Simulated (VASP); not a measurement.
Write the native input for VASP 6.6.1 that does the following.

```
Task                   : single point
Functional             : PBE
Potentials or basis    : VASP PAW PBE potentials, release 64 (Si, N)
Cutoff                 : 520 eV
k mesh                 : 1 × 1 × 1
Occupations            : gaussian, width 0.05 eV
Spin                   : collinear spin
Dipole correction      : no
Further INCAR settings : LREAL = Auto; ALGO = Normal; EDIFF = 1e-06; NBANDS = 172
```

The structure of Si64N (a cell with a defect) lies in POSCAR:

```
Si64N
1.0
    6.6508880000      6.6508890000      3.8447710000
   -9.9763330000      3.3254440000      1.9223860000
    3.3254440000     -9.9763330000      9.6119280000
Si N
64 1
Direct
    0.1318426427      0.9512985521      0.9565283954
    0.3758417390      0.6971101456      0.7049052870
    0.1427594728      0.7144578366      0.2092188429
    0.6330833350      0.4502991050      0.4487904671
    0.8885718795      0.2088870901      0.2068707853
    0.3931449043      0.4528449817      0.9544653075
    0.6193371417      0.1902627293      0.7034658278
    0.1315043501      0.4507525451      0.4610992256
    0.3829848793      0.2051848266      0.2036750009
    0.1221754301      0.2038747065      0.7060384727
    0.8813746373      0.9530287077      0.4541259423
    0.6387520299      0.9597311623      0.9524932733
    0.8784368021      0.6940904739      0.7036569954
    0.3815085207      0.9514440266      0.4567837036
    0.6386265967      0.6968795315      0.2021596825
    0.9425110556      0.5212509054      0.9413984354
    0.1412450602      0.5655539540      0.0517477565
    0.3572756607      0.2905842698      0.7920550246
    0.6137723947      0.0390464832      0.5449281782
    0.1190599878      0.2970240865      0.2993642963
    0.3635056096      0.0393627945      0.0467644487
    0.1134958330      0.0466981445      0.5463614067
    0.8692043434      0.7925440857      0.2963702160
    0.6104627542      0.7914845771      0.7942307806
    0.8628717511      0.5394823552      0.5430353422
    0.3747903070      0.7994395282      0.2973666340
    0.6276586150      0.5379389217      0.0408105202
    0.1093393732      0.7865094134      0.7980451782
    0.3679123187      0.5417378946      0.5460084414
    0.8355491146      0.2593807070      0.8074923451
    0.6214805590      0.2965176630      0.2861878014
    0.8705834440      0.0549338690      0.0464017198
    0.0502738502      0.1357746730      0.9563580809
    0.2817200870      0.8721927735      0.7028932841
    0.5437696283      0.6304595644      0.4536724610
    0.0457258850      0.8872132657      0.2075334683
    0.3163860938      0.6406184138      0.9572532366
    0.0416505277      0.6275360279      0.4531833489
    0.8020504455      0.3822994733      0.1916721558
    0.5413036960      0.3772355745      0.7049355036
    0.7926486636      0.1337930736      0.4565547404
    0.2927656051      0.3849533907      0.2051592453
    0.5303290027      0.1244656650      0.9502277666
    0.0223468000      0.3810504200      0.7218204317
    0.2945500142      0.1320440541      0.4566400727
    0.7906027321      0.8722996278      0.7031474922
    0.5548784241      0.8832176010      0.2059473190
    0.7960997096      0.6513016786      0.9569310084
    0.2003755129      0.6098941866      0.8002291674
    0.4586226170      0.3622465886      0.5431490716
    0.7093908082      0.1181147662      0.2948073281
    0.2090320031      0.3703411545      0.0436542486
    0.4365492846      0.1042551178      0.7905351657
    0.2081777181      0.1175445496      0.2968622781
    0.9542032092      0.8768463824      0.0503071574
    0.7049865484      0.8613102476      0.5442136378
    0.9588573431      0.6122824055      0.2915125306
    0.4691562294      0.8717409907      0.0471937782
    0.6986716023      0.6116598989      0.7938847712
    0.1978189242      0.8614499592      0.5436775205
    0.4575295460      0.6147393510      0.2933489660
    0.9502955276      0.3637689651      0.5541139089
    0.7095813725      0.3477662204      0.0227749396
    0.9519950983      0.1001692278      0.7946646310
    0.8211985173      0.3508767579      0.9305821417
```

One way to write it, as run:

INCAR

```
ALGO = Normal
EDIFF = 1E-6
ENCUT = 520
GGA = PE
ISIF = 2
ISMEAR = 0
ISPIN = 2
LASPH = T
LCHARG = F
LORBIT = 11
LREAL = Auto
LWAVE = F
MAGMOM = 0 0 0 0 0 0 0 0 0 0 0 0 0 0 0 0.07 0 0 0 0 0 0 0 0 0 0 0 0 0 0.2 0 0 0 0 0 0 0 0 0 0 0 0 0 0 0 0 0 0 0 0 0 0 0 0 0 0 0 0 0 0 0 0 0.2 0.2 0.2
NBANDS = 172
NELM = 150
PREC = Accurate
SIGMA = 0.05
```

KPOINTS

```
k-points
0
Gamma
  1 1 1
```

Potentials or basis: VASP PAW PBE potentials, release 64 (Si, N).

The run is started by

```console
$ cat potpaw_PBE.64/Si/POTCAR potpaw_PBE.64/N/POTCAR > POTCAR
$ mpirun -np 1 vasp_gam > vasp.out
```

Results of the run:

The pressure is 1.3 GPa, the largest force is 0.024 eV/Å and the net moment is 1.00 μB per cell. The site moments are Si +0.00, +0.02, +0.01, +0.16, -0.00 (each value once); N +0.00 μB. The valence electrons inside the program's atomic spheres are Si 1.69, 1.68, 1.70, 1.67, 1.66, 1.71, 1.64 (each value once); N 3.85.

Caveat: the k points lie up to 0.67 Å⁻¹ apart.

Wall time 21 min on 1 thread of Intel(R) Xeon(R) Platinum 8259CL CPU @ 2.50GHz (Skylake/Cascade Lake) (shared host), peak memory 1.6 GiB.
